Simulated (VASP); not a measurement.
# PIr (zincblende type) (F-43m) in VASP: a series of runs

PIr (zincblende type) is run at these levels: LDA; tasks: single point.

All numbers are computed with VASP 6.6.1; they aren't measurements. Logs are shortened: lines on timing, memory, paths and dates and some standing lists are left out, and cuts for length are marked.

## Step 1: The cell of the first run

It takes space group F-43m (No. 216, cubic). The conventional cell has a = 4.899 Å, b = 4.899 Å, c = 4.899 Å, α = 90.00°, β = 90.00°, γ = 90.00°. Within 2.8 Å of Ir (site symmetry -43m) lie 4 P at 2.12 Å. P (site symmetry -43m) has 4 Ir at 2.12 Å within 2.8 Å.

## Step 2: Single point, LDA

Input file INCAR:

```
PREC = Accurate
ENCUT = 520
EDIFF = 1E-6
ISMEAR = -1
SIGMA = 0.05
LREAL = F
LASPH = T
NELM = 60
ALGO = Normal
ISIF = 2
LWAVE = F
LCHARG = F
NBANDS = 14
```

Input file KPOINTS:

```
Automatic mesh
0
Gamma
  12 12 12
```

Input file POSCAR:

```
PIr
1.0
    0.0000000000      2.4493059087      2.4493059087
    2.4493059087      0.0000000000      2.4493059087
    2.4493059087      2.4493059087      0.0000000000
Ir P
1 1
Direct
    0.0000000000      0.0000000000      0.0000000000
    0.2500000000      0.2500000000      0.2500000000
```

Potentials or basis: VASP PAW LDA potentials, release 64 (Ir, P).

Started as:

```bash
cat potpaw_LDA.64/Ir/POTCAR potpaw_LDA.64/P/POTCAR > POTCAR
mpirun -np 1 vasp_std > vasp.out
```

OUTCAR:

```text
PREC = Accurate
   ENCUT = 520
   EDIFF = 1E-6
   ISMEAR = -1
   LREAL = F
   LASPH = T
   NELM = 60
   ISIF = 2

 ion  position               nearest neighbor table
   1  0.000  0.000  0.000-   2 2.12   2 2.12   2 2.12   2 2.12
   2  0.250  0.250  0.250-   1 2.12   1 2.12   1 2.12   1 2.12

  LATTYP: Found a face centered cubic cell.
 ALAT       =     4.8986118174

  Lattice vectors:

 A1 = (   0.0000000000,   2.4493059087,   2.4493059087)
 A2 = (   2.4493059087,   0.0000000000,   2.4493059087)
 A3 = (   2.4493059087,   2.4493059087,   0.0000000000)

Analysis of symmetry for initial positions (statically):
=====================================================================
 Subroutine PRICEL returns:
 Original cell was already a primitive cell.

 Routine SETGRP: Setting up the symmetry group for a
 face centered cubic supercell.

 Subroutine GETGRP returns: Found 24 space group operations
 (whereof 24 operations were pure point group operations)
 out of a pool of 48 trial point group operations.

The static configuration has the point symmetry T_d .

Analysis of symmetry for dynamics (positions and initial velocities):
=====================================================================
 Subroutine PRICEL returns:
 Original cell was already a primitive cell.

 Routine SETGRP: Setting up the symmetry group for a
 face centered cubic supercell.

 Subroutine GETGRP returns: Found 24 space group operations
 (whereof 24 operations were pure point group operations)
 out of a pool of 48 trial point group operations.

The dynamic configuration has the point symmetry T_d .

 Subroutine INISYM returns: Found 24 space group operations
 (whereof 24 operations are pure point group operations),
 and found     1 'primitive' translations

----------------------------------------------------------------------------------------

                                     Primitive cell

  volume of cell :      29.3873

  direct lattice vectors                    reciprocal lattice vectors
     0.000000000  2.449305909  2.449305909    -0.204139466  0.204139466  0.204139466
     2.449305909  0.000000000  2.449305909     0.204139466 -0.204139466  0.204139466
     2.449305909  2.449305909  0.000000000     0.204139466  0.204139466 -0.204139466

  length of vectors
     3.463841634  3.463841634  3.463841634     0.353579927  0.353579927  0.353579927

  position of ions in fractional coordinates (direct lattice)
     0.000000000  0.000000000  0.000000000
     0.250000000  0.250000000  0.250000000

  ion indices of the primitive-cell ions
   primitive index   ion index
                 1           1
[... 86 lines left out ...]
   EMIN   =  10.00;   EMAX   =-10.00  energy-range for DOS
   EFERMI =   0.00;   METHOD = LEGACY
   ISMEAR =    -1;   SIGMA  =   0.05  broadening in eV -4-tet -1-fermi 0-gaus
   EFERMI_NEDOS =   21; number of points for ismear=-14 and -15
   IALGO  =     38    algorithm
   IMIX   =      4    mixing-type and parameters
     AMIX     =   0.40;   BMIX     =  1.00
     AMIX_MAG =   1.60;   BMIX_MAG =  1.00
  volume/ion in A,a.u.               =      14.69        99.16
  Fermi-wavevector in a.u.,A,eV,Ry     =   1.278590  2.416184 22.242685  1.634791
  Thomas-Fermi vector in A             =   2.411124
   LORBIT       =      0    0 simple, 1 ext, 2 COOP (PROOUT), +10 PAW based schemes
   GGA     = CA    functional components
   LHFCALC =     F    Hartree Fock is set to
   AEXX    =    0.0000 exact exchange contribution
   IVDW    =     0    specifies the selected vdW correction
   LEPSILON=     F    determine dielectric tensor
   LRPA    =     F    only Hartree local field effects (RPA)
 non-spin polarized calculation
  energy-cutoff  :      520.00
  volume of cell :       29.39
 maximum number of plane-waves:       817
 NGX is ok and might be reduce to    28

 number of electron      14.0000001 magnetization

 Free energy of the ion-electron system (eV)
  ---------------------------------------------------
  ext. energy  EPLUGINS =         0.00000000
  ---------------------------------------------------
  free energy    TOTEN  =       -16.39106251 eV

  energy without entropy =      -16.38627754  energy(sigma->0) =      -16.38867003

 E-fermi :   9.6956     XC(G=0): -12.3257

 val. band max:        9.5692974068   @ k =   0.3333   0.0833   0.0000
 cond. band min:       9.7175637497   @ k =  -0.4167   0.5000   0.0833
 fundamental gap:      0.1482663429
 Fermi energy:         9.6956121264

 k-point     1 :       0.0000    0.0000    0.0000
  band No.  band energies     occupation
      1      -5.2811      2.00000
      2       2.4081      2.00000
      3       2.4081      2.00000
      4       2.4081      2.00000
      5       5.8136      2.00000
      6       5.8136      2.00000
      7      13.9238      0.00000
      8      15.4431      0.00000
      9      15.4431      0.00000
     10      15.4431      0.00000
     11      18.3691      0.00000
     12      18.3691      0.00000
     13      18.3691      0.00000
     14      23.5552      0.00000
[... 377 lines left out ...]
      1      -3.0117      2.00000
      2       2.3990      2.00000
      3       2.8176      2.00000
      4       3.3200      2.00000
      5       5.9729      2.00000
      6       6.1089      2.00000
      7       7.3783      2.00000
      8      11.2762      0.00000
      9      12.2599      0.00000
     10      15.6218      0.00000
     11      19.0772      0.00000
     12      19.7613      0.00000
     13      22.4204      0.00000
     14      23.3734      0.00000

 [... further k-points ...]

------------------------ aborting loop because EDIFF is reached ----------------------------------------

  FORCE on cell =-STRESS in cart. coord.  units (eV):
  Direction    XX          YY          ZZ          XY          YZ          ZX
  --------------------------------------------------------------------------------------
  -------------------------------------------------------------------------------------
  Total        8.8482164      8.8482164      8.8482164      0.0000000     -0.0000000      0.0000000
  in kB      482.3999233    482.3999233    482.3999233      0.0000000     -0.0000000      0.0000000
  external PRESSURE =     482.3999233 kB  Pullay stress =       0.0000000 kB

 VOLUME and BASIS-vectors are now :
 -----------------------------------------------------------------------------
  energy-cutoff  :      520.00
  volume of cell :       29.39
      direct lattice vectors                 reciprocal lattice vectors
     0.000000000  2.449305909  2.449305909    -0.204139466  0.204139466  0.204139466
     2.449305909  0.000000000  2.449305909     0.204139466 -0.204139466  0.204139466
     2.449305909  2.449305909  0.000000000     0.204139466  0.204139466 -0.204139466

 POSITION                                       TOTAL-FORCE (eV/Angst)
 -----------------------------------------------------------------------------------
      0.00000      0.00000      0.00000        -0.000000     -0.000000      0.000000
      1.22465      1.22465      1.22465         0.000000      0.000000     -0.000000
 -----------------------------------------------------------------------------------
    total drift:                               -0.000000     -0.000000     -0.000000

  FREE ENERGIE OF THE ION-ELECTRON SYSTEM (eV)
  ---------------------------------------------------
  free  energy   TOTEN  =       -16.3910625115 eV

  energy  without entropy=      -16.3862775424  energy(sigma->0) =      -16.38867003
```

OSZICAR:

```text
N       E                     dE             d eps       ncg     rms          rms(c)
DAV:   1     0.890919189782E+02    0.89092E+02   -0.63723E+03  2024   0.929E+02
DAV:   2    -0.130671737963E+02   -0.10216E+03   -0.90108E+02  2100   0.233E+02
DAV:   3    -0.171514948692E+02   -0.40843E+01   -0.40412E+01  2664   0.522E+01
DAV:   4    -0.172127947083E+02   -0.61300E-01   -0.61271E-01  2346   0.665E+00
DAV:   5    -0.172143090297E+02   -0.15143E-02   -0.15142E-02  2720   0.104E+00    0.246E+01
DAV:   6    -0.165145809107E+02    0.69973E+00   -0.19544E+00  2986   0.162E+01    0.837E+00
DAV:   7    -0.164206356440E+02    0.93945E-01   -0.17063E-01  2496   0.434E+00    0.534E+00
DAV:   8    -0.163915880411E+02    0.29048E-01   -0.21270E-02  2700   0.102E+00    0.265E-01
DAV:   9    -0.163911487080E+02    0.43933E-03   -0.21943E-03  2550   0.474E-01    0.160E-01
DAV:  10    -0.163910623581E+02    0.86350E-04   -0.25135E-04  2634   0.988E-02    0.565E-02
DAV:  11    -0.163910624139E+02   -0.55849E-07   -0.18425E-05  2712   0.384E-02    0.284E-02
DAV:  12    -0.163910625115E+02   -0.97619E-07   -0.64596E-07  2106   0.689E-03
   1 F= -.16391063E+02 E0= -.16388670E+02  d E =-.478497E-02
```

stdout:

```text
POSCAR found type information on POSCAR IrP
 POSCAR found :  2 types and       2 ions
 scaLAPACK will be used
 LDA part: xc-table for (Slater(with rela. corr.)+CA(PZ))
 , standard interpolation
 POSCAR, INCAR and KPOINTS ok, starting setup
 FFT: planning ... GRIDC
 FFT: planning ... GRID_SOFT
 FFT: planning ... GRID
 WAVECAR not read
 entering main loop
```

Run time: 16 s. Hardware: 1 thread of Intel Xeon 6975P-C (Granite Rapids), shared host; peak memory 0.17 GiB.

Results:

* Free energy: -16.3911 eV
* Pressure: 48.2 GPa
* Band gap on the k mesh: zero (band 7 reaches 14.14 eV, above the bottom of band 8 at 8.84 eV)

Caveat: spin-orbit coupling is left out, which moves the levels of the heavy elements.

## Step 3: Single point, LDA

Input file INCAR:

```
  PREC = Accurate
  ENCUT = 520
  EDIFF = 1E-7
  ISMEAR = -5
  SIGMA = 0.1
  LREAL = False
  LASPH = True
  NELM = 60
  ALGO = Normal
  ISIF = 2
  LWAVE = False
  LCHARG = False
  NBANDS = 14
```

Input file KPOINTS:

```
regular mesh
0
Gamma
  12 12 12
```

POSCAR is that of step 2.

Potentials or basis: VASP PAW LDA potentials, release 64 (Ir, P).

Started as:

```bash
cat potpaw_LDA.64/Ir/POTCAR potpaw_LDA.64/P/POTCAR > POTCAR
mpirun -np 1 vasp_std > vasp.out
```

OUTCAR:

```text
PREC = Accurate
   ENCUT = 520
   EDIFF = 1E-7
   ISMEAR = -5
   LREAL = False
   LASPH = True
   NELM = 60
   ISIF = 2

 ion  position               nearest neighbor table
   1  0.000  0.000  0.000-   2 2.12   2 2.12   2 2.12   2 2.12
   2  0.250  0.250  0.250-   1 2.12   1 2.12   1 2.12   1 2.12

  LATTYP: Found a face centered cubic cell.
 ALAT       =     4.8986118174

  Lattice vectors:

 A1 = (   0.0000000000,   2.4493059087,   2.4493059087)
 A2 = (   2.4493059087,   0.0000000000,   2.4493059087)
 A3 = (   2.4493059087,   2.4493059087,   0.0000000000)
[... 586 lines left out ...]
      9      12.2616      0.00000
     10      15.6216      0.00000
     11      19.0780      0.00000
     12      19.7619      0.00000
     13      22.4209      0.00000
     14      23.3740      0.00000

 [... further k-points ...]
[... 5 lines left out ...]
  --------------------------------------------------------------------------------------
  -------------------------------------------------------------------------------------
  Total        8.8751918      8.8751918      8.8751918     -0.0000000     -0.0000000      0.0000000
  in kB      483.8706092    483.8706092    483.8706092     -0.0000000     -0.0000000      0.0000000
  external PRESSURE =     483.8706092 kB  Pullay stress =       0.0000000 kB

 VOLUME and BASIS-vectors are now :
 -----------------------------------------------------------------------------
  energy-cutoff  :      520.00
  volume of cell :       29.39
      direct lattice vectors                 reciprocal lattice vectors
     0.000000000  2.449305909  2.449305909    -0.204139466  0.204139466  0.204139466
     2.449305909  0.000000000  2.449305909     0.204139466 -0.204139466  0.204139466
     2.449305909  2.449305909  0.000000000     0.204139466  0.204139466 -0.204139466

 POSITION                                       TOTAL-FORCE (eV/Angst)
 -----------------------------------------------------------------------------------
      0.00000      0.00000      0.00000        -0.000000     -0.000000     -0.000000
      1.22465      1.22465      1.22465         0.000000      0.000000      0.000000
 -----------------------------------------------------------------------------------
    total drift:                               -0.000000     -0.000000     -0.000000

  FREE ENERGIE OF THE ION-ELECTRON SYSTEM (eV)
  ---------------------------------------------------
  free  energy   TOTEN  =       -16.3794379269 eV

  energy  without entropy=      -16.3794379269  energy(sigma->0) =      -16.37943793
```

stdout:

```text
POSCAR found type information on POSCAR IrP
 POSCAR found :  2 types and       2 ions
 scaLAPACK will be used
 LDA part: xc-table for (Slater(with rela. corr.)+CA(PZ))
 , standard interpolation
 POSCAR, INCAR and KPOINTS ok, starting setup
 FFT: planning ... GRIDC
 FFT: planning ... GRID_SOFT
 FFT: planning ... GRID
 WAVECAR not read
 entering main loop
 -----------------------------------------------------------------------------
|                                                                             |
|           W    W    AA    RRRRR   N    N  II  N    N   GGGG   !!!           |
|           W    W   A  A   R    R  NN   N  II  NN   N  G    G  !!!           |
|           W    W  A    A  R    R  N N  N  II  N N  N  G       !!!           |
|           W WW W  AAAAAA  RRRRR   N  N N  II  N  N N  G  GGG   !            |
|           WW  WW  A    A  R   R   N   NN  II  N   NN  G    G                |
|           W    W  A    A  R    R  N    N  II  N    N   GGGG   !!!           |
|                                                                             |
|     Tetrahedron method does not include variations of the Fermi             |
|     occupations, so forces and stress will be inaccurate. We suggest        |
|     using a different smearing scheme ISMEAR = 1 or 2 for metals in         |
|     relaxations.                                                            |
|                                                                             |
 -----------------------------------------------------------------------------
```

Wall time 20 s (1 thread of Intel Xeon 6975P-C (Granite Rapids), shared host); peak memory 0.17 GiB.

Results:

```yaml
Free_energy: -16.3794 eV
Pressure: 48.4 GPa
Band_gap_on_the_k_mesh: zero (band 7 reaches 14.14 eV, above the bottom of band 8 at 8.85 eV)
```

Caveat: spin-orbit coupling is left out, which moves the levels of the heavy elements; tetrahedron occupations give inexact forces and stress in metals.

## Step 4: Single point, LDA (volume scaled by 0.95)

Input file INCAR:

```
PREC = Accurate
ENCUT = 520
EDIFF = 1E-6
ISMEAR = -1
SIGMA = 0.05
LREAL = F
LASPH = T
NELM = 60
ALGO = Normal
ISIF = 2
LWAVE = F
LCHARG = T
GGA = CA
LELF = T
LVHAR = T
NBANDS = 14
```

Input file KPOINTS:

```
Automatic mesh
0
Gamma
  12 12 12
```

Input file POSCAR:

```
PIr
1.0
    0.0000000000      2.5418188147      2.5418188147
    2.5418188147      0.0000000000      2.5418188147
    2.5418188147      2.5418188147      0.0000000000
Ir P
1 1
Direct
    0.0000000000      0.0000000000      0.0000000000
    0.2500000000      0.2500000000      0.2500000000
```

Potentials or basis: VASP PAW LDA potentials, release 64 (Ir, P).

Started as:

```bash
cat potpaw_LDA.64/Ir/POTCAR potpaw_LDA.64/P/POTCAR > POTCAR
mpirun -np 1 vasp_std > vasp.out
```

OUTCAR:

```text
PREC = Accurate
   ENCUT = 520
   EDIFF = 1E-6
   ISMEAR = -1
   LREAL = F
   LASPH = T
   NELM = 60
   ISIF = 2
   GGA = CA

 ion  position               nearest neighbor table
   1  0.000  0.000  0.000-   2 2.20   2 2.20   2 2.20   2 2.20
   2  0.250  0.250  0.250-   1 2.20   1 2.20   1 2.20   1 2.20

  LATTYP: Found a face centered cubic cell.
 ALAT       =     5.0836376294

  Lattice vectors:

[... 581 lines left out ...]
      5       4.7792      2.00000
      6       4.9610      2.00000
      7       6.0128      2.00000
      8       9.4105      0.00000
      9      10.3570      0.00000
     10      13.8372      0.00000
     11      16.7830      0.00000
     12      17.6691      0.00000
     13      19.8260      0.00000
     14      21.1644      0.00000

 [... further k-points ...]
[... 5 lines left out ...]
  --------------------------------------------------------------------------------------
  -------------------------------------------------------------------------------------
  Total        2.6016001      2.6016001      2.6016001     -0.0000000      0.0000000     -0.0000000
  in kB      126.9075217    126.9075217    126.9075217     -0.0000000      0.0000000     -0.0000000
  external PRESSURE =     126.9075217 kB  Pullay stress =       0.0000000 kB

 VOLUME and BASIS-vectors are now :
 -----------------------------------------------------------------------------
  energy-cutoff  :      520.00
  volume of cell :       32.84
      direct lattice vectors                 reciprocal lattice vectors
     0.000000000  2.541818815  2.541818815    -0.196709536  0.196709536  0.196709536
     2.541818815  0.000000000  2.541818815     0.196709536 -0.196709536  0.196709536
     2.541818815  2.541818815  0.000000000     0.196709536  0.196709536 -0.196709536

 POSITION                                       TOTAL-FORCE (eV/Angst)
 -----------------------------------------------------------------------------------
      0.00000      0.00000      0.00000         0.000000      0.000000      0.000000
      1.27091      1.27091      1.27091        -0.000000     -0.000000     -0.000000
 -----------------------------------------------------------------------------------
    total drift:                               -0.000000     -0.000000     -0.000000

  FREE ENERGIE OF THE ION-ELECTRON SYSTEM (eV)
  ---------------------------------------------------
  free  energy   TOTEN  =       -17.0141131935 eV

  energy  without entropy=      -17.0073920103  energy(sigma->0) =      -17.01075260
```

OSZICAR:

```text
N       E                     dE             d eps       ncg     rms          rms(c)
DAV:   1     0.841895448788E+02    0.84190E+02   -0.62661E+03  2016   0.912E+02
DAV:   2    -0.135445708543E+02   -0.97734E+02   -0.83823E+02  2076   0.222E+02
DAV:   3    -0.177011830651E+02   -0.41566E+01   -0.41032E+01  2646   0.519E+01
DAV:   4    -0.177673986128E+02   -0.66216E-01   -0.66180E-01  2360   0.680E+00
DAV:   5    -0.177690245169E+02   -0.16259E-02   -0.16257E-02  2770   0.107E+00    0.193E+01
DAV:   6    -0.171232820842E+02    0.64574E+00   -0.24178E+00  2832   0.176E+01    0.607E+00
DAV:   7    -0.170447783928E+02    0.78504E-01   -0.22717E-01  2656   0.544E+00    0.449E+00
DAV:   8    -0.170142043550E+02    0.30574E-01   -0.25181E-02  2670   0.131E+00    0.286E-01
DAV:   9    -0.170141509377E+02    0.53417E-04   -0.19736E-03  2746   0.391E-01    0.151E-01
DAV:  10    -0.170141210606E+02    0.29877E-04   -0.15943E-04  2574   0.827E-02    0.355E-02
DAV:  11    -0.170141131696E+02    0.78910E-05   -0.30100E-05  2916   0.585E-02    0.212E-02
DAV:  12    -0.170141131935E+02   -0.23868E-07   -0.25631E-06  2506   0.146E-02
   1 F= -.17014113E+02 E0= -.17010753E+02  d E =-.672118E-02
```

stdout:

```text
POSCAR found type information on POSCAR IrP
 POSCAR found :  2 types and       2 ions
 scaLAPACK will be used
 LDA part: xc-table for (Slater(with rela. corr.)+CA(PZ))
 , standard interpolation
 POSCAR, INCAR and KPOINTS ok, starting setup
 FFT: planning ... GRIDC
 FFT: planning ... GRID_SOFT
 FFT: planning ... GRID
 WAVECAR not read
 entering main loop
```

Run time: 18 s. Hardware: 1 thread of Intel Xeon 6975P-C (Granite Rapids), shared host; peak memory 0.17 GiB.

What came out:

```yaml
Free_energy: -17.0141 eV
Pressure: 12.7 GPa
Band_gap_on_the_k_mesh: zero (band 7 reaches 12.02 eV, above the bottom of band 8 at 7.39 eV)
```

Caveat: spin-orbit coupling is left out, which moves the levels of the heavy elements.

## Step 5: The runs side by side

```tsv
cell	smearing	gap on the mesh (eV)	pressure (GPa)
a = 3.464 Å, angles 60.0°, 2 atoms	fermi-dirac 0.05 eV	none	48.2
a = 3.464 Å, angles 60.0°, 2 atoms	tetrahedron	none	48.4
a = 3.595 Å, angles 60.0°, 2 atoms	fermi-dirac 0.05 eV	none	12.7
```

Alike in all rows: task single point; level LDA; potentials or basis VASP PAW LDA potentials, release 64 (Ir, P); no spin polarisation; k mesh 12 × 12 × 12; cutoff (eV) 520.

Caveats: spin-orbit coupling is left out, which moves the levels of the heavy elements; tetrahedron occupations give inexact forces and stress in metals (some runs).

Total energies depend on the potentials used, so only differences within one code and one set of settings carry meaning.
